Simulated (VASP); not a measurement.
# Br (Pm-3m) in VASP: notebook, part 2 of 2

VASP 6.6.1. The steps go on from the part before.

### 3 Single point, PBEsol

This run uses another cell than the first one, of 31.10 Å³/atom.

Input file INCAR:

```
PREC = Accurate
ENCUT = 500
EDIFF = 1E-6
ISMEAR = -1
SIGMA = 0.15
LREAL = False
LASPH = True
NELM = 120
ALGO = Normal
ISIF = 2
LWAVE = False
LCHARG = True
GGA = PS
LELF = True
LVHAR = True
NBANDS = 18
GGA_COMPAT = False
```

Input file KPOINTS:

```
Automatic mesh
0
Gamma
  6 6 6
```

Input file POSCAR:

```
Br
1.0
    4.5355024874      0.0000000000      0.0000000000
    0.0000000000      4.5355024874      0.0000000000
    0.0000000000      0.0000000000      4.5355024874
Br
3
Direct
    0.5000000000      0.0000000000      0.0000000000
    0.0000000000      0.5000000000      0.0000000000
    0.0000000000      0.0000000000      0.5000000000
```

Potentials or basis: VASP PAW PBE potentials, release 64 (Br).

On the command line:

```
> cat potpaw_PBE.64/Br/POTCAR > POTCAR
> mpirun -np 1 vasp_std > vasp.out
```

OUTCAR:

```text
PREC = Accurate
   ENCUT = 500
   EDIFF = 1E-6
   ISMEAR = -1
   LREAL = False
   LASPH = True
   NELM = 120
   ISIF = 2
   GGA = PS

 ion  position               nearest neighbor table
   1  0.500  0.000  0.000-
   2  0.000  0.500  0.000-
   3  0.000  0.000  0.500-

  LATTYP: Found a simple cubic cell.
 ALAT       =     4.5355024874

  Lattice vectors:

 A1 = (   4.5355024874,   0.0000000000,   0.0000000000)
 A2 = (   0.0000000000,   4.5355024874,   0.0000000000)
 A3 = (   0.0000000000,   0.0000000000,   4.5355024874)

Analysis of symmetry for initial positions (statically):
=====================================================================
 Subroutine PRICEL returns:
 Original cell was already a primitive cell.

 Routine SETGRP: Setting up the symmetry group for a
 simple cubic supercell.

 Subroutine GETGRP returns: Found 48 space group operations
 (whereof 48 operations were pure point group operations)
 out of a pool of 48 trial point group operations.

The static configuration has the point symmetry O_h .

Analysis of symmetry for dynamics (positions and initial velocities):
=====================================================================
 Subroutine PRICEL returns:
 Original cell was already a primitive cell.

 Routine SETGRP: Setting up the symmetry group for a
 simple cubic supercell.

 Subroutine GETGRP returns: Found 48 space group operations
 (whereof 48 operations were pure point group operations)
 out of a pool of 48 trial point group operations.

The dynamic configuration has the point symmetry O_h .

 Subroutine INISYM returns: Found 48 space group operations
 (whereof 48 operations are pure point group operations),
 and found     1 'primitive' translations

----------------------------------------------------------------------------------------

                                     Primitive cell

  volume of cell :      93.2988

  direct lattice vectors                    reciprocal lattice vectors
     4.535502487  0.000000000  0.000000000     0.220482737  0.000000000  0.000000000
     0.000000000  4.535502487  0.000000000     0.000000000  0.220482737  0.000000000
     0.000000000  0.000000000  4.535502487     0.000000000  0.000000000  0.220482737

  length of vectors
     4.535502487  4.535502487  4.535502487     0.220482737  0.220482737  0.220482737

  position of ions in fractional coordinates (direct lattice)
     0.500000000  0.000000000  0.000000000
     0.000000000  0.500000000  0.000000000
     0.000000000  0.000000000  0.500000000

  ion indices of the primitive-cell ions
   primitive index   ion index
                 1           1
                 2           2
                 3           3

----------------------------------------------------------------------------------------

 KPOINTS: Automatic mesh

Automatic generation of k-mesh.
 Grid dimensions read from file:
 generate k-points for:    6    6    6

 Generating k-lattice:

  Cartesian coordinates                     Fractional coordinates (reciprocal lattice)
     0.036747123  0.000000000  0.000000000     0.166666667  0.000000000  0.000000000
     0.000000000  0.036747123  0.000000000     0.000000000  0.166666667  0.000000000
     0.000000000  0.000000000  0.036747123     0.000000000  0.000000000  0.166666667

  Length of vectors
     0.036747123  0.036747123  0.036747123

  Shift w.r.t. Gamma in fractional coordinates (k-lattice)
     0.000000000  0.000000000  0.000000000

 Subroutine IBZKPT returns following result:
 ===========================================

 Found     20 irreducible k-points:

 Following reciprocal coordinates:
            Coordinates               Weight
  0.000000  0.000000  0.000000      1.000000
  0.166667  0.000000  0.000000      6.000000
  0.333333  0.000000  0.000000      6.000000
  0.500000  0.000000  0.000000      3.000000
  0.166667  0.166667  0.000000     12.000000
  0.333333  0.166667  0.000000     24.000000
[... 12 lines left out ...]
  0.500000  0.500000  0.333333      6.000000
  0.500000  0.500000  0.500000      1.000000
   k-points           NKPTS =     20   k-points in BZ     NKDIM =     20   number of bands    NBANDS=     18
   number of dos      NEDOS =    301   number of ions     NIONS =      3
   total plane-waves  NPLWV =  46656
   dimension x,y,z NGX =    36 NGY =   36 NGZ =   36
   dimension x,y,z NGXF=    72 NGYF=   72 NGZF=   72
   ions per type =               3
   NGX,Y,Z   is equivalent  to a cutoff of  13.20, 13.20, 13.20 a.u.
   NGXF,Y,Z  is equivalent  to a cutoff of  26.39, 26.39, 26.39 a.u.
 SYSTEM =  unknown system
   PREC   = accura    normal or accurate (medium, high low for compatibility)
   ISTART =      0    job   : 0-new  1-cont  2-samecut
   ICHARG =      2    charge: 1-file 2-atom 10-const
   ISPIN  =      1    spin polarized calculation?
   LNONCOLLINEAR =      F non collinear calculations
   LSORBIT =      F    spin-orbit coupling
   LASPH  =      T    aspherical Exc in radial PAW
   ENCUT  =  500.0 eV  36.75 Ry    6.06 a.u.   8.27  8.27  8.27*2*pi/ulx,y,z
   NELM   =    120;   NELMIN=  2; NELMDL= -5     # of ELM steps
   EDIFF  = 0.1E-05   stopping-criterion for ELM
   LREAL  =      F    real-space projection
   EDIFFG = 0.1E-04   stopping-criterion for IOM
   NSW    =      0    number of steps for IOM
   IBRION =     -1    ionic relax: 0-MD 1-quasi-New 2-CG
   NFREE  =      0    steps in history (QN), initial steepest desc. (CG)
   ISIF   =      2    stress and relaxation
   ISYM   =      2    0-nonsym 1-usesym 2-fastsym
   POTIM  = 0.5000    time-step for ionic-motion
   TEBEG  =    0.0;   TEEND  =   0.0 temperature during run
   PSTRESS=    0.0 pullay stress
   NELECT =      21.0000    total number of electrons
   NUPDOWN=      -1.0000    fix difference up-down
   EMIN   =  10.00;   EMAX   =-10.00  energy-range for DOS
   EFERMI =   0.00;   METHOD = LEGACY
   ISMEAR =    -1;   SIGMA  =   0.15  broadening in eV -4-tet -1-fermi 0-gaus
   EFERMI_NEDOS =   21; number of points for ismear=-14 and -15
   IALGO  =     38    algorithm
   IMIX   =      4    mixing-type and parameters
     AMIX     =   0.40;   BMIX     =  1.00
     AMIX_MAG =   1.60;   BMIX_MAG =  1.00
  volume/ion in A,a.u.               =      31.10       209.87
  Fermi-wavevector in a.u.,A,eV,Ry     =   0.995839  1.881863 13.492837  0.991696
  Thomas-Fermi vector in A             =   2.127887
   LORBIT       =      0    0 simple, 1 ext, 2 COOP (PROOUT), +10 PAW based schemes
   GGA     = PS    functional components
   LHFCALC =     F    Hartree Fock is set to
   AEXX    =    0.0000 exact exchange contribution
   IVDW    =     0    specifies the selected vdW correction
   LEPSILON=     F    determine dielectric tensor
   LRPA    =     F    only Hartree local field effects (RPA)
 non-spin polarized calculation
  energy-cutoff  :      500.00
  volume of cell :       93.30
 maximum number of plane-waves:      2401
 NGX is ok and might be reduce to    36
   NGX = 17   NGY = 17   NGZ = 17

 number of electron      20.9999994 magnetization

 Free energy of the ion-electron system (eV)
  ---------------------------------------------------
  ext. energy  EPLUGINS =         0.00000000
  ---------------------------------------------------
  free energy    TOTEN  =        -4.06669053 eV

  energy without entropy =       -3.70104335  energy(sigma->0) =       -3.88386694

 E-fermi :   0.4798     XC(G=0):  -8.4710

 val. band max:        0.4787038869   @ k =   0.1667   0.1667   0.0000
 cond. band min:       0.5225780369   @ k =   0.3333   0.1667   0.1667
 fundamental gap:      0.0438741500
 Fermi energy:         0.4798072132

 k-point     1 :       0.0000    0.0000    0.0000
  band No.  band energies     occupation
      1     -14.9447      2.00000
      2     -13.0087      2.00000
      3     -13.0087      2.00000
      4      -3.4294      2.00000
      5      -3.4294      2.00000
      6      -3.4294      2.00000
[... 10 lines left out ...]
     17       9.1237      0.00000
     18       9.1237      0.00000
[... 379 lines left out ...]
 k-point    20 :       0.5000    0.5000    0.5000
  band No.  band energies     occupation
      1     -13.6426      2.00000
      2     -13.6426      2.00000
      3     -13.6426      2.00000
      4      -4.9652      2.00000
      5      -3.3535      2.00000
      6      -3.3535      2.00000
[... 10 lines left out ...]
     17      12.7011      0.00000
     18      12.7011      0.00000

------------------------ aborting loop because EDIFF is reached ----------------------------------------

  FORCE on cell =-STRESS in cart. coord.  units (eV):
  Direction    XX          YY          ZZ          XY          YZ          ZX
  --------------------------------------------------------------------------------------
  -------------------------------------------------------------------------------------
  Total       -0.9105380     -0.9105380     -0.9105380     -0.0000000     -0.0000000      0.0000000
  in kB      -15.6362431    -15.6362431    -15.6362431     -0.0000000     -0.0000000      0.0000000
  external PRESSURE =     -15.6362431 kB  Pullay stress =       0.0000000 kB

 VOLUME and BASIS-vectors are now :
 -----------------------------------------------------------------------------
  energy-cutoff  :      500.00
  volume of cell :       93.30
      direct lattice vectors                 reciprocal lattice vectors
     4.535502487  0.000000000  0.000000000     0.220482737  0.000000000  0.000000000
     0.000000000  4.535502487  0.000000000     0.000000000  0.220482737  0.000000000
     0.000000000  0.000000000  4.535502487     0.000000000  0.000000000  0.220482737

 POSITION                                       TOTAL-FORCE (eV/Angst)
 -----------------------------------------------------------------------------------
      2.26775      0.00000      0.00000         0.000000      0.000000      0.000000
      0.00000      2.26775      0.00000         0.000000      0.000000      0.000000
      0.00000      0.00000      2.26775         0.000000      0.000000      0.000000
 -----------------------------------------------------------------------------------
    total drift:                                0.000000      0.000000     -0.000000

  FREE ENERGIE OF THE ION-ELECTRON SYSTEM (eV)
  ---------------------------------------------------
  free  energy   TOTEN  =        -4.0666905305 eV

  energy  without entropy=       -3.7010433541  energy(sigma->0) =       -3.88386694
```

Wall time 43 s (1 thread of Intel Xeon 8259CL, shared host); peak memory 0.2 GiB.

What came out:

```yaml
Free_energy: -4.0667 eV
Pressure: -1.6 GPa
Band_gap_on_the_k_mesh: zero (an odd number of electrons rules out a gap without spin polarisation)
```

Caveat: the PAW data sets were made with another functional, which shifts forces and pressure a little; an odd number of electrons without spin polarisation forces a metal; a magnetic or distorted state may lie lower.

The gap in the log of VASP goes by the Fermi energy; the results here count the filled bands.